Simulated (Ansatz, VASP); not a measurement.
## InAs in VASP and in Ansatz

```
In As
1.0
     0.00000    3.09338    3.09338
     3.09338    0.00000    3.09338
     3.09338    3.09338    0.00000
In As
1 1
Direct
  0.00000 0.00000 0.00000
  0.75000 0.75000 0.75000
```

Alike in both runs: task single point; functional PBE; k mesh 10 × 10 × 10; occupations gaussian, width 0.15 eV; no spin polarisation.

|  | VASP | Ansatz |
| --- | --- | --- |
| version | VASP 6.6.1 | Ansatz 0.2.0 |
| potentials or method | VASP PAW PBE potentials, release 64 (In_d, As), cutoff 520 eV | scalar-relativistic, plane waves, PAW |
| valence electrons in the cell | 18 | 28 |

|  | VASP | Ansatz | Ansatz less VASP |
| --- | --- | --- | --- |
| gap on the k mesh at the Fermi level (eV) | none | none | - |
| pressure (GPa) | 0.0 | 0.0 | -0.05 |

A gap of «none» marks a metal or a gap that the smearing closes. VASP's potentials hold 18 valence electrons a cell and Ansatz's 28, so a difference there can come from the potentials and not from the codes.
